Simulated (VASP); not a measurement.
# HfMo: single point with PBE

HfMo:

```
CELL_PARAMETERS angstrom
1.67120 -2.47247 0.00000
1.67120 2.47247 0.00000
0.00000 0.00000 4.44701
ATOMIC_POSITIONS crystal
Hf 0.00000 0.00000 0.00000
Mo 0.50000 0.50000 0.50000
```

```json
{
  "Program": "VASP 6.6.1",
  "Task": "single point",
  "Functional": "PBE",
  "Potentials or basis": "VASP PAW PBE potentials, release 64 (Hf_pv, Mo_sv)",
  "Cutoff": "520 eV",
  "k mesh": "10 × 10 × 7",
  "Occupations": "fermi-dirac, width 0.05 eV",
  "Spin": "collinear spin",
  "Starting moments": "[1.6, 1.6] μB",
  "Fixed moment": "3.2 μB"
}
```

```json
{
  "Pressure": "12.2 GPa",
  "Net moment": "3.20 μB per cell",
  "Site moments": "Hf +0.91; Mo +1.63 μB",
  "Valence electrons inside the program's atomic spheres": "Hf 8.61; Mo 12.43"
}
```

Stress tensor (GPa, compression positive):
```
13.69  0.00  0.00
 0.00  4.64  0.00
 0.00  0.00 18.16
```

Run time: 3.4 min on 1 thread of Intel Xeon 8259CL, on a shared host, peak memory 0.29 GiB.

Caveat: the stress differs along the axes, from 5 to 18 GPa; the total moment is fixed, so each spin has its own Fermi level and the state may be an excited one.
